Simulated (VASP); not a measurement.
# ZnS (xso) (P6_3mc) in VASP: a series of runs

Runs on ZnS (xso). Level: PBEsol. Tasks: single point.

All numbers are computed with VASP 6.6.1; they aren't measurements. Logs are shortened: lines on timing, memory, paths and dates and some standing lists are left out, and cuts for length are marked.

## (1) The cell of the first run

The structure is hexagonal, space group P6_3mc (No. 186). The conventional cell has a = 3.823 Å, b = 3.823 Å, c = 6.261 Å, α = 90.00°, β = 90.00°, γ = 120.00°. Zn (site symmetry 3m) has 4 S at 2.34 to 2.35 Å within 3.1 Å. S (site symmetry 3m) has 4 Zn at 2.34 to 2.35 Å within 3.1 Å.

## (2) Single point, PBEsol, non-collinear spin, zero start, spin-orbit coupling

The input, INCAR:

```
SYSTEM = ZnS
PREC = Accurate
ENCUT = 520
EDIFF = 1E-7
ISMEAR = 0
SIGMA = 0.01
LREAL = .False.
LASPH = .True.
NELM = 150
ALGO = Normal
ISIF = 2
LWAVE = .False.
LCHARG = .False.
MAGMOM = 0 0 0 0 0 0 0 0 0 0 0 0
LORBIT = 11
LSORBIT = .True.
GGA_COMPAT = .False.
LORBMOM = .True.
GGA = PS
NBANDS = 50
```

The input, KPOINTS:

```
Automatic mesh
0
Gamma
  9 9 4
  0 0 0
```

The input, POSCAR:

```
ZnS
1.0
    3.8230000000      0.0000000000      0.0000000000
   -1.9115000000      3.3108151187      0.0000000000
    0.0000000000      0.0000000000      6.2610000000
Zn S
2 2
Direct
    0.3333333333      0.6666666667      0.0001296848
    0.6666666667      0.3333333333      0.5001296848
    0.3333333333      0.6666666667      0.3748703152
    0.6666666667      0.3333333333      0.8748703152
```

Potentials or basis: VASP PAW PBE potentials, release 64 (Zn, S).

Started as:

```
$ cat potpaw_PBE.64/Zn/POTCAR potpaw_PBE.64/S/POTCAR > POTCAR
$ mpirun -np 1 vasp_ncl > vasp.out
```

OUTCAR:

```text
SYSTEM = ZnS
   PREC = Accurate
   ENCUT = 520
   EDIFF = 1E-7
   ISMEAR = 0
   LREAL = .False.
   LASPH = .True.
   NELM = 150
   ISIF = 2
   LORBIT = 11
   LSORBIT = .True.
   GGA = PS

 ion  position               nearest neighbor table
   1  0.333  0.667  0.000-   4 2.34   4 2.34   4 2.34   3 2.35
   2  0.667  0.333  0.500-   3 2.34   3 2.34   3 2.34   4 2.35
   3  0.333  0.667  0.375-   2 2.34   2 2.34   2 2.34   1 2.35
   4  0.667  0.333  0.875-   1 2.34   1 2.34   1 2.34   2 2.35

  LATTYP: Found a hexagonal cell.
 ALAT       =     3.8230000000
 C/A-ratio  =     1.6377190688

  Lattice vectors:

 A1 = (   3.8230000000,   0.0000000000,   0.0000000000)
 A2 = (  -1.9115000000,   3.3108151187,   0.0000000000)
 A3 = (   0.0000000000,   0.0000000000,   6.2610000000)

Analysis of symmetry for initial positions (statically):
=====================================================================
 Subroutine PRICEL returns:
 Original cell was already a primitive cell.

 Routine SETGRP: Setting up the symmetry group for a
 hexagonal supercell.

 Subroutine GETGRP returns: Found 12 space group operations
 (whereof  6 operations were pure point group operations)
 out of a pool of 24 trial point group operations.

The static configuration has the point symmetry C_3v.
 The point group associated with its full space group is C_6v.

Analysis of symmetry for dynamics (positions and initial velocities):
=====================================================================
 Subroutine PRICEL returns:
 Original cell was already a primitive cell.

 Routine SETGRP: Setting up the symmetry group for a
 hexagonal supercell.

 Subroutine GETGRP returns: Found 12 space group operations
 (whereof  6 operations were pure point group operations)
 out of a pool of 24 trial point group operations.

The dynamic configuration has the point symmetry C_3v.
 The point group associated with its full space group is C_6v.

Analysis of structural, dynamic, and magnetic symmetry:
=====================================================================
 Subroutine PRICEL returns:
 Original cell was already a primitive cell.

 Routine SETGRP: Setting up the symmetry group for a
 hexagonal supercell.

 Subroutine GETGRP returns: Found 12 space group operations
 (whereof  6 operations were pure point group operations)
 out of a pool of 24 trial point group operations.

The overall configuration has the point symmetry C_3v.
 The point group associated with its full space group is C_6v.
[... 1416 lines left out ...]
 -----------------------------------------------------------------------------------
    total drift:                               -0.000000      0.000000     -0.000572

  FREE ENERGIE OF THE ION-ELECTRON SYSTEM (eV)
  ---------------------------------------------------
  free  energy   TOTEN  =       -15.1640212745 eV

  energy  without entropy=      -15.1640212745  energy(sigma->0) =      -15.16402127

 orbital moment (x)

 # of ion     p       d       tot
 ----------------------------------------
  1        -0.000   0.000   0.000
  2         0.000  -0.000  -0.000
  3        -0.000   0.000  -0.000
  4        -0.000   0.000  -0.000
 ----------------------------------------
           -0.000  -0.000  -0.000

 orbital moment (y)

 # of ion     p       d       tot
 ----------------------------------------
  1        -0.000  -0.000  -0.000
  2         0.000   0.000   0.000
  3         0.000   0.000   0.000
  4        -0.000   0.000  -0.000
 ----------------------------------------
           -0.000   0.000   0.000

 orbital moment (z)

 # of ion     p       d       tot
 ----------------------------------------
  1         0.000   0.000   0.000
  2         0.000   0.000   0.000
  3         0.000   0.000   0.000
  4         0.000   0.000   0.000
 ----------------------------------------
            0.000   0.000   0.000

 Spin-Orbit-Coupling matrix elements

 Ion:    1  E_soc:     -0.0083998
 l=   1
     0.0000000    -0.0004089    -0.0004117
    -0.0004089     0.0000000    -0.0004089
    -0.0004117    -0.0004089     0.0000000
 l=   2
     0.0000000    -0.0001970     0.0000000    -0.0001970    -0.0007959
    -0.0001970     0.0000000    -0.0005957    -0.0001951    -0.0001970
     0.0000000    -0.0005957     0.0000000    -0.0005957     0.0000000
    -0.0001970    -0.0001951    -0.0005957     0.0000000    -0.0001970
    -0.0007959    -0.0001970     0.0000000    -0.0001970     0.0000000
 l=   3
     0.0000000     0.0000000     0.0000000     0.0000000     0.0000000     0.0000000     0.0000000
     0.0000000     0.0000000     0.0000000     0.0000000     0.0000000     0.0000000     0.0000000
     0.0000000     0.0000000     0.0000000     0.0000000     0.0000000     0.0000000     0.0000000
     0.0000000     0.0000000     0.0000000     0.0000000     0.0000000     0.0000000     0.0000000
[... 49 lines left out ...]
 l=   2
     0.0000000     0.0000000     0.0000000     0.0000000     0.0000000
     0.0000000     0.0000000     0.0000000     0.0000000     0.0000000
     0.0000000     0.0000000     0.0000000     0.0000000     0.0000000
     0.0000000     0.0000000     0.0000000     0.0000000     0.0000000
     0.0000000     0.0000000     0.0000000     0.0000000     0.0000000
 l=   3
     0.0000000     0.0000000     0.0000000     0.0000000     0.0000000     0.0000000     0.0000000
     0.0000000     0.0000000     0.0000000     0.0000000     0.0000000     0.0000000     0.0000000
     0.0000000     0.0000000     0.0000000     0.0000000     0.0000000     0.0000000     0.0000000
     0.0000000     0.0000000     0.0000000     0.0000000     0.0000000     0.0000000     0.0000000
     0.0000000     0.0000000     0.0000000     0.0000000     0.0000000     0.0000000     0.0000000
     0.0000000     0.0000000     0.0000000     0.0000000     0.0000000     0.0000000     0.0000000
     0.0000000     0.0000000     0.0000000     0.0000000     0.0000000     0.0000000     0.0000000

 total charge

# of ion       s       p       d       tot
------------------------------------------
    1        0.523   0.478   9.798  10.798
    2        0.523   0.478   9.798  10.798
    3        1.309   2.409   0.000   3.718
    4        1.309   2.409   0.000   3.718
--------------------------------------------------
tot          3.664   5.773  19.596  29.032

 magnetization (x)

# of ion       s       p       d       tot
------------------------------------------
    1        0.000   0.000   0.000   0.000
    2        0.000   0.000  -0.000  -0.000
    3       -0.000   0.000   0.000  -0.000
    4        0.000   0.000   0.000   0.000
--------------------------------------------------
tot          0.000   0.000   0.000   0.000

 magnetization (y)

# of ion       s       p       d       tot
------------------------------------------
    1        0.000   0.000   0.000   0.000
    2        0.000   0.000   0.000   0.000
    3        0.000   0.000   0.000   0.000
    4        0.000  -0.000   0.000  -0.000
--------------------------------------------------
tot          0.000  -0.000   0.000  -0.000

 magnetization (z)

# of ion       s       p       d       tot
------------------------------------------
    1        0.000  -0.000  -0.000  -0.000
    2        0.000  -0.000   0.000   0.000
    3        0.000   0.000   0.000   0.000
    4        0.000   0.000   0.000   0.000
--------------------------------------------------
tot          0.000  -0.000   0.000   0.000
```

stdout:

```text
POSCAR found type information on POSCAR ZnS
 POSCAR found :  2 types and       4 ions
 scaLAPACK will be used
 -----------------------------------------------------------------------------
|                                                                             |
|                                                                             |
|     You enforced a specific xc type in the INCAR file but a different       |
|     I HOPE YOU KNOW WHAT YOU ARE DOING!                                     |
|                                                                             |
 -----------------------------------------------------------------------------

 LDA part: xc-table for (Slater+PW92), standard interpolation
 POSCAR, INCAR and KPOINTS ok, starting setup
 FFT: planning ... GRIDC
 FFT: planning ... GRID_SOFT
 FFT: planning ... GRID
 WAVECAR not read
 entering main loop
```

Wall time 3 min (1 thread of Intel Xeon 6975P-C (Granite Rapids), shared host); peak memory 0.49 GiB.

Results:

- Free energy: -15.1640 eV
- Pressure: -2.0 GPa
- Net moment: 0.00 μB per cell
- Valence electrons inside the program's atomic spheres: Zn 10.80; S 3.72

Moments on the atoms (μB; x, y, z):
```
Zn  0.00 0.00 0.00
Zn  0.00 0.00 0.00
S   0.00 0.00 0.00
S   0.00 0.00 0.00
```

Caveat: the PAW data sets were made with another functional, which shifts forces and pressure a little.

## (3) Single point, PBEsol, non-collinear spin, zero start, spin-orbit coupling

The input, INCAR:

```
SYSTEM = ZnS
ALGO = Normal
EDIFF = 1E-7
ENCUT = 520
GGA = PS
GGA_COMPAT = .FALSE.
ISIF = 2
ISMEAR = 0
LASPH = .TRUE.
LCHARG = .FALSE.
LORBIT = 11
LORBMOM = .TRUE.
LREAL = .FALSE.
LSORBIT = .TRUE.
LWAVE = .FALSE.
MAGMOM = 0 0 0 0 0 0 0 0 0 0 0 0
NBANDS = 50
NELM = 150
PREC = Accurate
SIGMA = 0.01
```

The input, KPOINTS:

```
k-points
0
G
  9 9 4
  0 0 0
```

POSCAR is that of step 2.

Potentials or basis: VASP PAW PBE potentials, release 64 (Zn, S).

Started as:

```
$ cat potpaw_PBE.64/Zn/POTCAR potpaw_PBE.64/S/POTCAR > POTCAR
$ mpirun -np 1 vasp_ncl > vasp.out
```

Wall time 3.2 min (1 thread of Intel Xeon 6975P-C (Granite Rapids), shared host); peak memory 0.49 GiB.

The run converged. Its results:

```yaml
Free_energy: -15.1640 eV
Pressure: -2.0 GPa
Net_moment: 0.00 μB per cell
Valence_electrons_inside_the_program's_atomic_spheres: Zn 10.80; S 3.72
```

Stress tensor (GPa, compression positive):
```
-2.07  0.00  0.00
 0.00 -2.07  0.00
 0.00  0.00 -1.94
```

Moments on the atoms (μB; x, y, z):
```
Zn  0.00 0.00 0.00
Zn  0.00 0.00 0.00
S   0.00 0.00 0.00
S   0.00 0.00 0.00
```

Caveat: the PAW data sets were made with another functional, which shifts forces and pressure a little.
